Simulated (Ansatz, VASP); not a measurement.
**One calculation of ZnS, two programs**

```
Zn S
1.0
     3.79485    0.00000    0.00000
    -1.89743    3.28644    0.00000
     0.00000    0.00000    6.23498
Zn S
2 2
Direct
  0.33333 0.66667 0.00562
  0.66667 0.33333 0.50562
  0.33333 0.66667 0.37938
  0.66667 0.33333 0.87938
```

Alike in both runs: functional PBE; dispersion D3(BJ); k mesh 9 × 9 × 6; occupations gaussian, width 0.02 eV; no spin polarisation.

Ansatz relaxed the structure, and its values are those at the end. VASP's run is a single point on that final structure, the one shown.

```csv
,VASP,Ansatz
version,VASP 6.6.1,Ansatz 0.2.0
potentials or method,"VASP PAW PBE potentials, release 64 (Zn, S), cutoff 520 eV","scalar-relativistic, plane waves, PAW"
valence electrons in the cell,36,36
```

|  | VASP | Ansatz | Ansatz less VASP |
| --- | --- | --- | --- |
| gap on the k mesh at the Fermi level (eV) | 2.25 | 2.24 | -0.006 |
| least direct gap on the mesh (eV) | 2.25 | 2.24 | -0.006 |
| pressure (GPa) | 0.2 | 0.0 | -0.17 |
